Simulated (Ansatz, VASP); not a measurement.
## Mg3B2 in VASP and in Ansatz

File INCAR:

```
SYSTEM = Mg3B2
ALGO = Fast
EDIFF = 1E-6
ENCUT = 520
GGA = PE
ISIF = 2
ISMEAR = 0
LASPH = .TRUE.
LCHARG = .FALSE.
LREAL = .FALSE.
LWAVE = .FALSE.
NBANDS = 14
NELM = 60
PREC = Accurate
SIGMA = 0.1
```

File KPOINTS:

```
k-points
0
G
  6 6 6
  0 0 0
```

The input POSCAR:

```
Mg3B2
1.0
   -2.1472442900      2.1472442900      3.8909470000
    2.1472442900     -2.1472442900      3.8909470000
    2.1472442900      2.1472442900     -3.8909470000
Mg B
3 2
Direct
    0.5000000000      0.0000000000      0.5000000000
    0.0000000000      0.5000000000      0.5000000000
    0.0000000000      0.0000000000      0.0000000000
    0.7294272300      0.7294272300      0.0000000000
    0.2705727700      0.2705727700      0.0000000000
```

Input for Ansatz:

```yaml
crystal:
  lattice:
    - [-2.14724429, 2.14724429, 3.890947]
    - [2.14724429, -2.14724429, 3.890947]
    - [2.14724429, 2.14724429, -3.890947]
  atoms:
    - { symbol: Mg, position: [0.5, 0.0, 0.5] }
    - { symbol: Mg, position: [0.0, 0.5, 0.5] }
    - { symbol: Mg, position: [0.0, 0.0, 0.0] }
    - { symbol: B, position: [0.72942723, 0.72942723, 0.0] }
    - { symbol: B, position: [0.27057277, 0.27057277, 0.0] }
basis:
  ecutwfc: 420
kpoints:
  mp_grid: { grid: [6, 6, 6] }
hamiltonian:
  xc: pbe
scf:
  occupations: { method: gaussian, width: 0.1 }
  lower_state_search: "off"
output:
  forces: true
  stress: true
  eigenvalues: true
```

Alike in both runs: task single point; functional PBE; k mesh 6 × 6 × 6; occupations gaussian, width 0.1 eV; no spin polarisation.

|  | VASP | Ansatz |
| --- | --- | --- |
| version | VASP 6.6.1 | Ansatz 0.2.0 |
| potentials or method | VASP PAW PBE potentials, release 64 (Mg, B), cutoff 520 eV | scalar-relativistic, plane waves, PAW |
| valence electrons in the cell | 12 | 36 |

VASP gave:

* gap on the k mesh at the Fermi level (eV): none
* pressure (GPa): 21.5
* traceless stress, the component that is largest in VASP (GPa): -24.65
* rms of the force components (eV/Å): 0.530

**Question.** What did Ansatz give for the same quantities?

**Answer.** gap on the k mesh at the Fermi level (eV): none; pressure (GPa): 21.3; traceless stress, the component that is largest in VASP (GPa): -24.67; rms of the force components (eV/Å): 0.515.

Atom by atom the forces differ by 0.015 eV/Å (rms over components). A gap of «none» marks a metal or a gap that the smearing closes. The functional is the same, so the differences come from potentials, cutoffs and numerics. VASP's potentials hold 12 valence electrons a cell and Ansatz's 36, so a difference there can come from the potentials and not from the codes.
